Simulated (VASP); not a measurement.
Write the native input for VASP 6.6.1 that does the following.

* Task: electric field gradients
* Functional: PBEsol
* Potentials or basis: VASP PAW PBE potentials, release 64 (Ag, Cl)
* Cutoff: 520 eV
* k mesh: 9 × 9 × 9
* Occupations: fermi-dirac, width 0.01 eV
* Spin: no spin polarisation
* Dipole correction: no
* Further INCAR settings: ALGO = Normal; EDIFF = 1e-08; NBANDS = 16

The structure of AgCl lies in POSCAR:

```
AgCl
1.0
    3.4567152058      0.0000000000      0.0000000000
    0.0000000000      3.4567152058      0.0000000000
    0.0000000000      0.0000000000      3.4567152058
Ag Cl
1 1
Direct
    0.0000000000      0.0000000000      0.0000000000
    0.5000000000      0.5000000000      0.5000000000
```

These files were run (other wordings do the same):

INCAR

```
SYSTEM = AgCl
ALGO     = Normal         ! electronic algorithm
EDIFF    = 1E-8           ! SCF threshold, eV
ENCUT    = 520            ! plane-wave cutoff, eV
GGA      = PS             ! functional
ISIF     = 2              ! what is computed and relaxed
ISMEAR   = -1             ! smearing method
LASPH    = .TRUE.         ! aspherical terms in the spheres
LCHARG   = .FALSE.        ! write CHGCAR
LEFG     = .TRUE.       
LREAL    = .FALSE.        ! projectors in reciprocal space
LWAVE    = .FALSE.        ! write WAVECAR
NBANDS   = 16             ! bands
NELM     = 60             ! most SCF steps
PREC     = Accurate       ! precision mode
SIGMA    = 0.01           ! smearing width, eV
```

KPOINTS

```
k-points
0
G
  9 9 9
  0 0 0
```

Potentials or basis: VASP PAW PBE potentials, release 64 (Ag, Cl).

The run is started by

```console
$ cat potpaw_PBE.64/Ag/POTCAR potpaw_PBE.64/Cl/POTCAR > POTCAR
$ mpirun -np 1 vasp_std > vasp.out
```

Results of the run:

```yaml
Pressure: -5.4 GPa
Band_gap_on_the_k_mesh: 0.44 eV (least direct gap 1.87 eV)
Largest_electric_field_gradient_by_atom: under 0.05 V/Å² on every atom
```

Caveat: the cell stands under tension; semilocal functionals underestimate gaps, and a narrow one can read as zero; the PAW data sets were made with another functional, which shifts forces and pressure a little; an odd mesh through Γ misses points on the zone boundary, where band edges can lie.

It took 21 s on 1 thread of AMD EPYC 7R13 Processor (Zen 3), on a shared host, peak memory 0.14 GiB.
